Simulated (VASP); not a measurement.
Write the native input for VASP 6.6.1 that does the following.

| Quantity | Value |
| --- | --- |
| Task | single point |
| Functional | LDA |
| Potentials or basis | VASP PAW LDA potentials, release 64 (Ti_sv, Si) |
| Cutoff | 520 eV |
| k mesh | 18 × 18 × 18 |
| Occupations | gaussian, width 0.15 eV |
| Spin | no spin polarisation |
| Dipole correction | no |
| Further INCAR settings | ALGO = Normal; EDIFF = 1e-07; NBANDS = 17 |

The structure of TiSi2 lies in POSCAR:

```
TiSi2
1.0
   -1.4540925019      1.6852182440      4.1375118505
    1.4540925019     -1.6852182440      4.1375118505
    1.4540925019      1.6852182440     -4.1375118505
Ti Si
1 2
Direct
    0.0000000000      0.0000000000      0.0000000000
    0.3309289791      0.3309289791      0.0000000000
    0.6690710209      0.6690710209      0.0000000000
```

These files were run (other wordings do the same):

INCAR

```
SYSTEM = TiSi2
PREC = Accurate ; ENCUT = 520
EDIFF = 1E-7 ; ISMEAR = 0
SIGMA = 0.15 ; LREAL = .False.
LASPH = .True. ; NELM = 60
ALGO = Normal ; ISIF = 2
LWAVE = .False. ; LCHARG = .True.
LELF = .True. ; LVHAR = .True.
NBANDS = 17
```

KPOINTS

```
regular mesh
0
Gamma
  18 18 18
  0 0 0
```

Potentials or basis: VASP PAW LDA potentials, release 64 (Ti_sv, Si).

Launch:

```console
$ cat potpaw_LDA.64/Ti_sv/POTCAR potpaw_LDA.64/Si/POTCAR > POTCAR
$ mpirun -np 1 vasp_std > vasp.out
```

Results of the run:

| Quantity | Value |
| --- | --- |
| Pressure | 0.2 GPa |
| Largest force | 0.011 eV/Å |
| Band gap on the k mesh | zero (bands 10 and 11 overlap by 2.46 eV) |

It took 5.5 min on 1 thread of Intel(R) Xeon(R) 6975P-C (Granite Rapids), with other jobs on the host, peak memory 0.64 GiB.
